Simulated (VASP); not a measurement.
SiC (lda):

```
Si C
1.0
     0.00000    2.18000    2.18000
     2.18000    0.00000    2.18000
     2.18000    2.18000    0.00000
Si C
1 1
Direct
  0.00000 0.00000 0.00000
  0.25000 0.25000 0.25000
```

| Property | Result |
| --- | --- |
| Program | VASP 6.6.1 |
| Task | relaxation of cell and atoms |
| Functional | LDA |
| Potentials or basis | VASP PAW LDA potentials, release 64 (Si, C) |
| Cutoff | 600 eV |
| k mesh | 10 × 10 × 10 |
| Occupations | gaussian, width 0.02 eV |
| Spin | no spin polarisation |

At the start: pressure -4.5 GPa; volume 10.36 Å³/atom.

How do energy, volume and symmetry change on relaxing?

Over 3 steps the energy falls by 3.0 meV/atom and the volume is 10.15 Å³/atom (-2.0 %); space group F-43m (No. 216, to 0.05 Å).

The path:
| step | energy change (eV) | largest force (eV/Å) | pressure (GPa) | volume (Å³) |
| --- | --- | --- | --- | --- |
| 1 | 0.0000 | 0.0000 | -4.48 | 20.72 |
| 2 | 0.0010 | 0.0000 | 5.20 | 19.86 |
| 3 | -0.0059 | 0.0000 | -0.02 | 20.30 |

Final structure:
```
CELL_PARAMETERS angstrom
0.00000 2.16529 2.16529
2.16529 0.00000 2.16529
2.16529 2.16529 0.00000
ATOMIC_POSITIONS crystal
Si 0.00000 0.00000 0.00000
C 0.25000 0.25000 0.25000
```
